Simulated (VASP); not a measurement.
Wanted: the native input for a VASP 6.6.1 run.

| Property | Result |
| --- | --- |
| Task | single point |
| Functional | PBE |
| Potentials or basis | VASP PAW PBE potentials, release 64 (Sn_d, Se) |
| Cutoff | 520 eV |
| k mesh | 6 × 6 × 4 |
| Occupations | gaussian, width 0.1 eV |
| Spin | no spin polarisation |
| Dipole correction | no |
| Further INCAR settings | ALGO = Normal; EDIFF = 1e-07; NBANDS = 35 |

The structure of SnSe2 lies in POSCAR:

```
SnSe2
1.0
    5.5860923701      0.0000000000      0.0000000000
   -2.7930461850      4.8376979004      0.0000000000
    0.0000000000      0.0000000000      5.8337679893
Sn Se
2 4
Direct
    0.3333333333      0.6666666667      0.9278466710
    0.6666666667      0.3333333333      0.9278466710
    0.5000000000      0.0000000000      0.3816816974
    0.0000000000      0.5000000000      0.3816816974
    0.5000000000      0.5000000000      0.3816816974
    0.0000000000      0.0000000000      0.8677667559
```

One way to write it, as run:

INCAR

```
SYSTEM = SnSe2
PREC = Accurate ; ENCUT = 520
EDIFF = 1E-7 ; ISMEAR = 0
SIGMA = 0.1 ; LREAL = .False.
LASPH = .True. ; NELM = 60
ALGO = Normal ; ISIF = 2
LWAVE = .False. ; LCHARG = .True.
GGA = PE ; LELF = .True.
LVHAR = .True. ; NBANDS = 35
```

KPOINTS

```
Automatic mesh
0
Gamma
  6 6 4
  0 0 0
```

Potentials or basis: VASP PAW PBE potentials, release 64 (Sn_d, Se).

Run with:

```bash
$ cat potpaw_PBE.64/Sn_d/POTCAR potpaw_PBE.64/Se/POTCAR > POTCAR
$ mpirun -np 1 vasp_std > vasp.out
```

It gave:

| Quantity | Value |
| --- | --- |
| Pressure | 0.0 GPa |
| Band gap on the k mesh | zero (band 26 reaches 5.72 eV, above the bottom of band 27 at 4.35 eV) |

Caveat: spin-orbit coupling is left out, which moves the levels of the heavy elements.

Wall time 57 s on 1 thread of Intel(R) Xeon(R) 6975P-C (Granite Rapids), on a shared host, peak memory 0.32 GiB.
